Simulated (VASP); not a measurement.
A run of VASP 6.6.1 is set up as follows.

File INCAR:

```
SYSTEM = SrMg
PREC = Accurate
ENCUT = 520
EDIFF = 1E-6
ISMEAR = -1
SIGMA = 0.05
LREAL = .FALSE.
LASPH = .TRUE.
NELM = 80
ALGO = Normal
ISIF = 2
LWAVE = .FALSE.
LCHARG = .TRUE.
LELF = .TRUE.
LVHAR = .TRUE.
NBANDS = 13
```

File KPOINTS:

```
Automatic mesh
0
G
  9 9 9
  0 0 0
```

The input POSCAR:

```
SrMg
1.0
    3.9000000000      0.0195000000      0.0195000000
    0.0195000000      3.9000000000      0.0195000000
    0.0195000000      0.0195000000      3.9000000000
Sr Mg
1 1
Direct
    0.5000000000      0.5000000000      0.5000000000
    0.0000000000      0.0000000000      0.0000000000
```

Potentials or basis: VASP PAW LDA potentials, release 64 (Sr_sv, Mg).

The run is started by

```bash
$ cat potpaw_LDA.64/Sr_sv/POTCAR potpaw_LDA.64/Mg/POTCAR > POTCAR
$ mpirun -np 1 vasp_std > vasp.out
```

(1) What does it give for the pressure?

(2) Predict the band gap on the k mesh.

Results:

(1) 3.3 GPa.

(2) zero (band 6 reaches 3.25 eV, above the bottom of band 7 at 1.88 eV).

Caveat: the cell differs from its parent crystal (equal xy, yz and zx shear strains of +1 %).
